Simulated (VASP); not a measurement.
Here is a VASP 6.6.1 calculation.

File POSCAR:

```
BaRe
1.0
    3.7890727395      0.0000000000      0.0000000000
    0.0000000000      3.7890727395      0.0000000000
    0.0000000000      0.0000000000      3.7890727395
Ba Re
1 1
Direct
    0.0000000000      0.0000000000      0.0000000000
    0.5000000000      0.5000000000      0.5000000000
```

Contents of INCAR.step1:

```
SYSTEM = BaRe
  PREC = Accurate
  ENCUT = 610
  ISMEAR = 0
  SIGMA = 0.05
  LREAL = .False.
  LASPH = .True.
  NELM = 120
  NBANDS = 20
  GGA = PE
  ALGO = Normal
  EDIFF = 1E-5
  LWAVE = .True.
  LCHARG = .False.
  GGA_COMPAT = .False.
```

The input INCAR.step2:

```
SYSTEM = BaRe
  PREC = Accurate
  ENCUT = 610
  EDIFF = 1E-6
  ISMEAR = 0
  SIGMA = 0.05
  LREAL = .False.
  LASPH = .True.
  NELM = 120
  ALGO = Normal
  ISIF = 2
  LWAVE = .False.
  LCHARG = .True.
  METAGGA = R2SCAN
  LMIXTAU = .True.
  LELF = .True.
  LVHAR = .True.
  NBANDS = 20
  ISTART = 1
  GGA_COMPAT = .False.
```

KPOINTS

```
Automatic mesh
0
Gamma
  10 10 10
  0 0 0
```

Potentials or basis: VASP PAW PBE potentials, release 64 (Ba_sv, Re_sv_GW).

Launch:

```bash
$ cat potpaw_PBE.64/Ba_sv/POTCAR potpaw_PBE.64/Re_sv_GW/POTCAR > POTCAR
$ cp INCAR.step1 INCAR
$ mpirun -np 1 vasp_std > vasp.out
$ cp INCAR.step2 INCAR
$ mpirun -np 1 vasp_std > vasp.out
```

(1) Estimate the band gap on the k mesh.

(2) Estimate the pressure.

Results:

(1) zero (an odd number of electrons rules out a gap without spin polarisation).

(2) -1.5 GPa.

Caveat: the PAW data sets were made with another functional, which shifts forces and pressure a little; spin-orbit coupling is left out, which moves the levels of the heavy elements.
